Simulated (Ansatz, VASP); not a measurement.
**ZnS: VASP beside Ansatz**

```
Zn S
1.0
     3.80652    0.00000    0.00000
    -1.90326    3.29654    0.00000
     0.00000    0.00000    6.30725
Zn S
2 2
Direct
  0.33333 0.66667 0.00120
  0.66667 0.33333 0.50120
  0.33333 0.66667 0.37380
  0.66667 0.33333 0.87380
```

Change from the starting cell: strain along c alone, the other axes held, atoms relaxed: +1.0 %.

Alike in both runs: functional r2SCAN; k mesh 6 × 6 × 4; occupations gaussian, width 0.02 eV; no spin polarisation.

Ansatz relaxed the structure, and its values are those at the end. VASP's run is a single point on that final structure, the one shown.

|  | VASP | Ansatz |
| --- | --- | --- |
| version | VASP 6.6.1 | Ansatz 0.2.0 |
| potentials or method | VASP PAW PBE potentials, release 64 (Zn, S), cutoff 520 eV | scalar-relativistic, plane waves, PAW |
| valence electrons in the cell | 36 | 36 |

|  | VASP | Ansatz | Ansatz less VASP |
| --- | --- | --- | --- |
| gap on the k mesh at the Fermi level (eV) | 2.71 | 2.70 | -0.009 |
| least direct gap on the mesh (eV) | 2.71 | 2.70 | -0.009 |
| pressure (GPa) | -0.7 | -0.8 | -0.07 |
| rms of the force components (eV/Å) | 0.007 | 0.000 | -0.0071 |

VASP's potentials were made for PBE, not for r2SCAN. Ansatz's warnings: stress scf threshold loose.
